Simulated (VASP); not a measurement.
# In (P6_3/mmc) in VASP: a series of runs

Runs on In. Level: PBEsol. Tasks: single point.

Everything below comes from runs of VASP 6.6.1. Logs are shortened: lines on timing, memory, paths and dates and some standing lists are left out, and cuts for length are marked.

## 1. The cell of the first run

It takes space group P6_3/mmc (No. 194, hexagonal). The conventional cell has a = 3.295 Å, b = 3.295 Å, c = 10.579 Å, α = 90.00°, β = 90.00°, γ = 120.00°. Within 4.3 Å of In (site symmetry -6m2) lie 12 In at 3.26 to 3.30 Å. Within 4.3 Å of In (site symmetry -3m) lie 12 In at 3.26 to 3.30 Å.

## 2. Single point, PBEsol (volume scaled by 0.94)

Input file INCAR:

```
PREC = Accurate
ENCUT = 520
EDIFF = 1E-6
ISMEAR = -1
SIGMA = 0.05
LREAL = F
LASPH = T
NELM = 100
ALGO = Fast
ISIF = 2
LWAVE = F
LCHARG = F
GGA = PS
NBANDS = 34
```

Input file KPOINTS:

```
Automatic mesh
0
Gamma
  9 9 3
```

Input file POSCAR:

```
In
1.0
    3.2951747201      0.0000000000      0.0000000000
   -1.6475873600      2.8537050175      0.0000000000
    0.0000000000      0.0000000000     10.5792442876
In
4
Direct
    0.6666666667      0.3333333333      0.7500000000
    0.0000000000      0.0000000000      0.5000000000
    0.3333333333      0.6666666667      0.2500000000
    0.0000000000      0.0000000000      0.0000000000
```

Potentials or basis: VASP PAW PBE potentials, release 64 (In_d).

Command:

```
cat potpaw_PBE.64/In_d/POTCAR > POTCAR
mpirun -np 1 vasp_std > vasp.out
```

OUTCAR:

```text
PREC = Accurate
   ENCUT = 520
   EDIFF = 1E-6
   ISMEAR = -1
   LREAL = F
   LASPH = T
   NELM = 100
   ISIF = 2
   GGA = PS

 ion  position               nearest neighbor table
   1  0.667  0.333  0.750-   2 3.26   4 3.26   2 3.26   4 3.26   2 3.26   4 3.26
   2  0.000  0.000  0.500-   1 3.26   3 3.26   3 3.26   1 3.26   1 3.26   3 3.26
   3  0.333  0.667  0.250-   2 3.26   4 3.26   2 3.26   4 3.26   2 3.26   4 3.26
   4  0.000  0.000  0.000-   1 3.26   3 3.26   3 3.26   1 3.26   1 3.26   3 3.26

  LATTYP: Found a hexagonal cell.
 ALAT       =     3.2951747201
 C/A-ratio  =     3.2105260529

  Lattice vectors:

 A1 = (   3.2951747201,   0.0000000000,   0.0000000000)
 A2 = (  -1.6475873600,   2.8537050175,   0.0000000000)
 A3 = (   0.0000000000,   0.0000000000,  10.5792442876)

Analysis of symmetry for initial positions (statically):
=====================================================================
 Subroutine PRICEL returns:
 Original cell was already a primitive cell.

 Routine SETGRP: Setting up the symmetry group for a
 hexagonal supercell.

 Subroutine GETGRP returns: Found 24 space group operations
 (whereof 12 operations were pure point group operations)
 out of a pool of 24 trial point group operations.

The static configuration has the point symmetry D_3d.
 The point group associated with its full space group is D_6h.

Analysis of symmetry for dynamics (positions and initial velocities):
=====================================================================
 Subroutine PRICEL returns:
 Original cell was already a primitive cell.

 Routine SETGRP: Setting up the symmetry group for a
 hexagonal supercell.

 Subroutine GETGRP returns: Found 24 space group operations
 (whereof 12 operations were pure point group operations)
 out of a pool of 24 trial point group operations.

The dynamic configuration has the point symmetry D_3d.
 The point group associated with its full space group is D_6h.

 Subroutine INISYM returns: Found 24 space group operations
 (whereof 12 operations are pure point group operations),
 and found     1 'primitive' translations

----------------------------------------------------------------------------------------

                                     Primitive cell
[... 89 lines left out ...]
   LNONCOLLINEAR =      F non collinear calculations
   LSORBIT =      F    spin-orbit coupling
   LASPH  =      T    aspherical Exc in radial PAW
   ENCUT  =  520.0 eV  38.22 Ry    6.18 a.u.   6.13  6.13 19.67*2*pi/ulx,y,z
   NELM   =    100;   NELMIN=  2; NELMDL= -5     # of ELM steps
   EDIFF  = 0.1E-05   stopping-criterion for ELM
   LREAL  =      F    real-space projection
   EDIFFG = 0.1E-04   stopping-criterion for IOM
   NSW    =      0    number of steps for IOM
   IBRION =     -1    ionic relax: 0-MD 1-quasi-New 2-CG
   NFREE  =      0    steps in history (QN), initial steepest desc. (CG)
   ISIF   =      2    stress and relaxation
   ISYM   =      2    0-nonsym 1-usesym 2-fastsym
   POTIM  = 0.5000    time-step for ionic-motion
   TEBEG  =    0.0;   TEEND  =   0.0 temperature during run
   PSTRESS=    0.0 pullay stress
   NELECT =      52.0000    total number of electrons
   NUPDOWN=      -1.0000    fix difference up-down
   EMIN   =  10.00;   EMAX   =-10.00  energy-range for DOS
   EFERMI =   0.00;   METHOD = LEGACY
   ISMEAR =    -1;   SIGMA  =   0.05  broadening in eV -4-tet -1-fermi 0-gaus
   EFERMI_NEDOS =   21; number of points for ismear=-14 and -15
   IALGO  =     68    algorithm
   IMIX   =      4    mixing-type and parameters
     AMIX     =   0.40;   BMIX     =  1.00
     AMIX_MAG =   1.60;   BMIX_MAG =  1.00
  volume/ion in A,a.u.               =      24.87       167.83
  Fermi-wavevector in a.u.,A,eV,Ry     =   1.318748  2.492073 23.661850  1.739097
  Thomas-Fermi vector in A             =   2.448696
   LORBIT       =      0    0 simple, 1 ext, 2 COOP (PROOUT), +10 PAW based schemes
   GGA     = PS    functional components
   LHFCALC =     F    Hartree Fock is set to
   AEXX    =    0.0000 exact exchange contribution
   IVDW    =     0    specifies the selected vdW correction
   LEPSILON=     F    determine dielectric tensor
   LRPA    =     F    only Hartree local field effects (RPA)
 non-spin polarized calculation
 RMM-DIIS sequential band-by-band and
  energy-cutoff  :      520.00
  volume of cell :       99.48
 maximum number of plane-waves:      2706
 NGX is ok and might be reduce to    28
   NGX = 13   NGY = 13   NGZ = 39

 number of electron      52.0000021 magnetization

 Free energy of the ion-electron system (eV)
  ---------------------------------------------------
  ext. energy  EPLUGINS =         0.00000000
  ---------------------------------------------------
  free energy    TOTEN  =       -11.89923099 eV

  energy without entropy =      -11.87699688  energy(sigma->0) =      -11.88811393

 E-fermi :   7.9317     XC(G=0): -10.6492

 val. band max:        7.9180434040   @ k =   0.3333   0.3333   0.3333
 cond. band min:       7.9531538089   @ k =   0.3333   0.2222   0.3333
 fundamental gap:      0.0351104049
 Fermi energy:         7.9317046518

 k-point     1 :       0.0000    0.0000    0.0000
  band No.  band energies     occupation
      1      -6.7509      2.00000
      2      -6.6974      2.00000
      3      -6.6718      2.00000
      4      -6.6718      2.00000
      5      -6.6708      2.00000
      6      -6.6481      2.00000
[... 877 lines left out ...]
     33      12.4651      0.00000
     34      13.0494      0.00000

------------------------ aborting loop because EDIFF is reached ----------------------------------------

  FORCE on cell =-STRESS in cart. coord.  units (eV):
  Direction    XX          YY          ZZ          XY          YZ          ZX
  --------------------------------------------------------------------------------------
  -------------------------------------------------------------------------------------
  Total        0.8505195      0.8505195      1.3339513      0.0000000     -0.0000000      0.0000000
  in kB       13.6978589     13.6978589     21.4836657      0.0000000     -0.0000000      0.0000000
  external PRESSURE =      16.2931278 kB  Pullay stress =       0.0000000 kB

 VOLUME and BASIS-vectors are now :
 -----------------------------------------------------------------------------
  energy-cutoff  :      520.00
  volume of cell :       99.48
      direct lattice vectors                 reciprocal lattice vectors
     3.295174720  0.000000000  0.000000000     0.303474045  0.175210821  0.000000000
    -1.647587360  2.853705017  0.000000000     0.000000000  0.350421643  0.000000000
     0.000000000  0.000000000 10.579244288     0.000000000  0.000000000  0.094524710

 POSITION                                       TOTAL-FORCE (eV/Angst)
 -----------------------------------------------------------------------------------
      1.64759      0.95124      7.93443        -0.000000      0.000000      0.000000
      0.00000      0.00000      5.28962         0.000000     -0.000000     -0.000000
     -0.00000      1.90247      2.64481         0.000000      0.000000     -0.000000
      0.00000      0.00000      0.00000         0.000000     -0.000000     -0.000000
 -----------------------------------------------------------------------------------
    total drift:                                0.000000     -0.000000      0.000000

  FREE ENERGIE OF THE ION-ELECTRON SYSTEM (eV)
  ---------------------------------------------------
  free  energy   TOTEN  =       -11.8992309875 eV

  energy  without entropy=      -11.8769968797  energy(sigma->0) =      -11.88811393
```

OSZICAR:

```text
N       E                     dE             d eps       ncg     rms          rms(c)
DAV:   1     0.505090816016E+03    0.50509E+03   -0.24792E+04  1642   0.216E+03
DAV:   2     0.399805091511E+02   -0.46511E+03   -0.45743E+03  1632   0.484E+02
DAV:   3    -0.995064358615E+01   -0.49931E+02   -0.49228E+02  1844   0.184E+02
DAV:   4    -0.119898094992E+02   -0.20392E+01   -0.20345E+01  1946   0.412E+01
[... 12 lines left out ...]
RMM:  17    -0.118995375421E+02    0.16010E-03   -0.71801E-05  2214   0.928E-02    0.290E-01
RMM:  18    -0.118992798881E+02    0.25765E-03   -0.46090E-04  2898   0.237E-01    0.153E-01
RMM:  19    -0.118992345700E+02    0.45318E-04   -0.95300E-05  2312   0.105E-01    0.755E-02
RMM:  20    -0.118992315201E+02    0.30499E-05   -0.94464E-06  1690   0.202E-02    0.661E-02
RMM:  21    -0.118992309875E+02    0.53262E-06   -0.12209E-06  1005   0.722E-03
   1 F= -.11899231E+02 E0= -.11888114E+02  d E =-.222341E-01
```

stdout:

```text
POSCAR found type information on POSCAR In
 POSCAR found :  1 types and       4 ions
 scaLAPACK will be used
 -----------------------------------------------------------------------------
|                                                                             |
|                                                                             |
|     You enforced a specific xc type in the INCAR file but a different       |
|     I HOPE YOU KNOW WHAT YOU ARE DOING!                                     |
|                                                                             |
 -----------------------------------------------------------------------------

 LDA part: xc-table for (Slater+PW92), standard interpolation
 POSCAR, INCAR and KPOINTS ok, starting setup
 FFT: planning ... GRIDC
 FFT: planning ... GRID_SOFT
 FFT: planning ... GRID
 WAVECAR not read
 entering main loop
```

It took 5.9 min on 1 thread of AMD EPYC 7R13, shared host; peak memory 0.23 GiB.

What came out:

| Quantity | Value |
| --- | --- |
| Free energy | -11.8992 eV |
| Pressure | 1.6 GPa |
| Band gap on the k mesh | zero (band 26 reaches 11.98 eV, above the bottom of band 27 at 6.81 eV) |

Caveat: the cell differs from its parent crystal (volume scaled by 0.94); the PAW data sets were made with another functional, which shifts forces and pressure a little; spin-orbit coupling is left out, which moves the levels of the heavy elements.

## 3. Single point, PBEsol (volume scaled by 0.96)

Input file INCAR:

```
  ALGO = Normal
  EDIFF = 1E-6
  ENCUT = 520
  GGA = PS
  ISIF = 2
  ISMEAR = -1
  LASPH = T
  LCHARG = F
  LREAL = F
  LWAVE = F
  NBANDS = 34
  NELM = 80
  PREC = Accurate
  SIGMA = 0.05
```

Input file KPOINTS:

```
k-points
0
Gamma
  9 9 3
```

Input file POSCAR:

```
In
1.0
    3.3183809404      0.0000000000      0.0000000000
   -1.6591904702      2.8738021938      0.0000000000
    0.0000000000      0.0000000000     10.6537484627
In
4
Direct
    0.6666666667      0.3333333333      0.7500000000
    0.0000000000      0.0000000000      0.5000000000
    0.3333333333      0.6666666667      0.2500000000
    0.0000000000      0.0000000000      0.0000000000
```

Potentials or basis: VASP PAW PBE potentials, release 64 (In_d).

Command:

```
cat potpaw_PBE.64/In_d/POTCAR > POTCAR
mpirun -np 1 vasp_std > vasp.out
```

Wall time 2.9 min (1 thread of AMD EPYC 7R13, shared host); peak memory 0.22 GiB.

It converged, with:

- Free energy: -11.9118 eV
- Pressure: 0.4 GPa
- Band gap on the k mesh: zero (band 26 reaches 11.65 eV, above the bottom of band 27 at 6.61 eV)

Stress tensor (GPa, compression positive):
```
0.11 0.00 0.00
0.00 0.11 0.00
0.00 0.00 0.84
```

Levels at points of the mesh, in eV from the Fermi level:
```
           k point  band 22  band 23  band 24  band 25  band 26  band 27  band 28  band 29  band 30  band 31
(0.00, 0.00, 0.00)    -8.31    -8.29    -4.15    -3.45     3.48     3.49     8.35     8.35     9.25     9.25
```

Caveat: the cell differs from its parent crystal (volume scaled by 0.96); the PAW data sets were made with another functional, which shifts forces and pressure a little; spin-orbit coupling is left out, which moves the levels of the heavy elements.

## 4. Single point, PBEsol (volume scaled by 0.98)

Input file INCAR:

```
  ALGO = Normal
  EDIFF = 1E-6
  ENCUT = 520
  GGA = PS
  ISIF = 2
  ISMEAR = -1
  LASPH = True
  LCHARG = False
  LREAL = False
  LWAVE = False
  NBANDS = 34
  NELM = 80
  PREC = Accurate
  SIGMA = 0.05
```

KPOINTS is that of step 3.

Input file POSCAR:

```
In
1.0
    3.3412670494      0.0000000000      0.0000000000
   -1.6706335247      2.8936221456      0.0000000000
    0.0000000000      0.0000000000     10.7272249119
In
4
Direct
    0.6666666667      0.3333333333      0.7500000000
    0.0000000000      0.0000000000      0.5000000000
    0.3333333333      0.6666666667      0.2500000000
    0.0000000000      0.0000000000      0.0000000000
```

Command:

```
cat potpaw_PBE.64/In_d/POTCAR > POTCAR
mpirun -np 1 vasp_std > vasp.out
```

Run time: 2.9 min. Hardware: 1 thread of AMD EPYC 7R13, shared host; peak memory 0.23 GiB.

It converged, with:

| Property | Result |
| --- | --- |
| Free energy | -11.9117 eV |
| Pressure | -0.6 GPa |
| Band gap on the k mesh | zero (band 26 reaches 11.33 eV, above the bottom of band 27 at 6.41 eV) |

Stress tensor (GPa, compression positive):
```
-0.78  0.00  0.00
 0.00 -0.78  0.00
 0.00  0.00 -0.09
```

Levels at points of the mesh, in eV from the Fermi level:
```csv
k point,band 24,band 25,band 26,band 27,band 28,band 29
"(0.00, 0.00, 0.00)",-4.13,-3.35,3.42,3.43,8.21,8.21
```

Caveat: the cell differs from its parent crystal (volume scaled by 0.98); the PAW data sets were made with another functional, which shifts forces and pressure a little; spin-orbit coupling is left out, which moves the levels of the heavy elements.

## 5. Single point, PBEsol

This run uses another cell than the first one, of 26.46 Å³/atom, 1.064 times its volume.

Input file INCAR:

```
PREC = Accurate
ENCUT = 520
EDIFF = 1E-7
ISMEAR = -1
SIGMA = 0.05
LREAL = F
LASPH = T
NELM = 60
ALGO = Fast
ISIF = 2
LWAVE = F
LCHARG = F
GGA = PS
NBANDS = 34
```

Input file KPOINTS:

```
regular mesh
0
Gamma
  9 9 3
```

Input file POSCAR:

```
In
1.0
    3.3638438630      0.0000000000      0.0000000000
   -1.6819219315      2.9131742397      0.0000000000
    0.0000000000      0.0000000000     10.7997083600
In
4
Direct
    0.6666666667      0.3333333333      0.7500000000
    0.0000000000      0.0000000000      0.5000000000
    0.3333333333      0.6666666667      0.2500000000
    0.0000000000      0.0000000000      0.0000000000
```

Potentials or basis: VASP PAW PBE potentials, release 64 (In_d).

Command:

```
cat potpaw_PBE.64/In_d/POTCAR > POTCAR
mpirun -np 1 vasp_std > vasp.out
```

OUTCAR:

```text
PREC = Accurate
   ENCUT = 520
   EDIFF = 1E-7
   ISMEAR = -1
   LREAL = F
   LASPH = T
   NELM = 60
   ISIF = 2
   GGA = PS

 ion  position               nearest neighbor table
   1  0.667  0.333  0.750-   2 3.33   4 3.33   2 3.33   4 3.33   2 3.33   4 3.33
   2  0.000  0.000  0.500-   1 3.33   3 3.33   3 3.33   1 3.33   1 3.33   3 3.33
   3  0.333  0.667  0.250-   2 3.33   4 3.33   2 3.33   4 3.33   2 3.33   4 3.33
   4  0.000  0.000  0.000-   1 3.33   3 3.33   3 3.33   1 3.33   1 3.33   3 3.33

  LATTYP: Found a hexagonal cell.
 ALAT       =     3.3638438630
 C/A-ratio  =     3.2105260529

  Lattice vectors:

 A1 = (   3.3638438630,   0.0000000000,   0.0000000000)
 A2 = (  -1.6819219315,   2.9131742397,   0.0000000000)
 A3 = (   0.0000000000,   0.0000000000,  10.7997083600)

Analysis of symmetry for initial positions (statically):
=====================================================================
 Subroutine PRICEL returns:
 Original cell was already a primitive cell.

 Routine SETGRP: Setting up the symmetry group for a
 hexagonal supercell.

 Subroutine GETGRP returns: Found 24 space group operations
[... 170 lines left out ...]

 E-fermi :   7.2059     XC(G=0): -10.3521

 val. band max:        7.1871407643   @ k =   0.2222   0.2222   0.0000
 cond. band min:       7.2249982394   @ k =   0.3333   0.2222   0.3333
 fundamental gap:      0.0378574751
 Fermi energy:         7.2058817066

 k-point     1 :       0.0000    0.0000    0.0000
  band No.  band energies     occupation
      1      -7.3677      2.00000
      2      -7.3295      2.00000
      3      -7.3136      2.00000
      4      -7.3136      2.00000
      5      -7.3039      2.00000
      6      -7.2913      2.00000
[... 877 lines left out ...]
     33      11.5293      0.00000
     34      12.1479      0.00000

------------------------ aborting loop because EDIFF is reached ----------------------------------------

  FORCE on cell =-STRESS in cart. coord.  units (eV):
  Direction    XX          YY          ZZ          XY          YZ          ZX
  --------------------------------------------------------------------------------------
  -------------------------------------------------------------------------------------
  Total       -1.0224382     -1.0224382     -0.5979657      0.0000000     -0.0000000      0.0000000
  in kB      -15.4786594    -15.4786594     -9.0525837      0.0000000     -0.0000000      0.0000000
  external PRESSURE =     -13.3366342 kB  Pullay stress =       0.0000000 kB

 VOLUME and BASIS-vectors are now :
 -----------------------------------------------------------------------------
  energy-cutoff  :      520.00
  volume of cell :      105.83
      direct lattice vectors                 reciprocal lattice vectors
     3.363843863  0.000000000  0.000000000     0.297278958  0.171634087  0.000000000
    -1.681921932  2.913174240  0.000000000     0.000000000  0.343268173  0.000000000
     0.000000000  0.000000000 10.799708360     0.000000000  0.000000000  0.092595093

 POSITION                                       TOTAL-FORCE (eV/Angst)
 -----------------------------------------------------------------------------------
      1.68192      0.97106      8.09978         0.000000     -0.000000     -0.000000
      0.00000      0.00000      5.39985        -0.000000      0.000000      0.000000
     -0.00000      1.94212      2.69993         0.000000      0.000000      0.000000
      0.00000      0.00000      0.00000        -0.000000      0.000000      0.000000
 -----------------------------------------------------------------------------------
    total drift:                                0.000000     -0.000000      0.000000

  FREE ENERGIE OF THE ION-ELECTRON SYSTEM (eV)
  ---------------------------------------------------
  free  energy   TOTEN  =       -11.9003564041 eV

  energy  without entropy=      -11.8770821617  energy(sigma->0) =      -11.88871928
```

OSZICAR:

```text
N       E                     dE             d eps       ncg     rms          rms(c)
DAV:   1     0.499712567856E+03    0.49971E+03   -0.24867E+04  1632   0.212E+03
DAV:   2     0.381531812856E+02   -0.46156E+03   -0.45398E+03  1632   0.476E+02
DAV:   3    -0.996631182655E+01   -0.48119E+02   -0.47466E+02  1880   0.179E+02
[... 12 lines left out ...]
RMM:  16    -0.119003555635E+02   -0.11818E-05   -0.76015E-06  2579   0.136E-02    0.979E-03
RMM:  17    -0.119003561106E+02   -0.54705E-06   -0.54616E-07  1503   0.501E-03    0.321E-03
RMM:  18    -0.119003562217E+02   -0.11108E-06   -0.16667E-07  1024   0.437E-03    0.158E-03
RMM:  19    -0.119003563501E+02   -0.12840E-06   -0.10783E-07   982   0.294E-03    0.197E-03
RMM:  20    -0.119003564041E+02   -0.54063E-07   -0.55294E-08   974   0.214E-03
   1 F= -.11900356E+02 E0= -.11888719E+02  d E =-.232742E-01
```

It took 5.4 min on 1 thread of AMD EPYC 7R13, shared host; peak memory 0.23 GiB.

Results:

* Free energy: -11.9004 eV
* Pressure: -1.3 GPa
* Band gap on the k mesh: zero (band 26 reaches 11.02 eV, above the bottom of band 27 at 6.22 eV)

Levels at points of the mesh, in eV from the Fermi level:
```tsv
k point	band 24	band 25	band 26	band 27	band 28	band 29
(0.00, 0.00, 0.00)	-4.13	-3.26	3.37	3.38	8.08	8.08
```

Caveat: the PAW data sets were made with another functional, which shifts forces and pressure a little; spin-orbit coupling is left out, which moves the levels of the heavy elements.

## 6. The runs side by side

```tsv
cell	gap on the mesh (eV)	pressure (GPa)
a = 3.295, b = 3.295, c = 10.579 Å, angles 90.0, 90.0, 120.0°, 4 atoms	none	1.6
a = 3.318, b = 3.318, c = 10.654 Å, angles 90.0, 90.0, 120.0°, 4 atoms	none	0.4
a = 3.341, b = 3.341, c = 10.727 Å, angles 90.0, 90.0, 120.0°, 4 atoms	none	-0.6
a = 3.364, b = 3.364, c = 10.800 Å, angles 90.0, 90.0, 120.0°, 4 atoms	none	-1.3
```

Alike in all rows: task single point; level PBEsol; potentials or basis VASP PAW PBE potentials, release 64 (In_d); no spin polarisation; k mesh 9 × 9 × 3; cutoff (eV) 520; smearing fermi-dirac 0.05 eV.

Caveats: the PAW data sets were made with another functional, which shifts forces and pressure a little; spin-orbit coupling is left out, which moves the levels of the heavy elements.

Absolute energies hang on the potentials; compare differences alone.
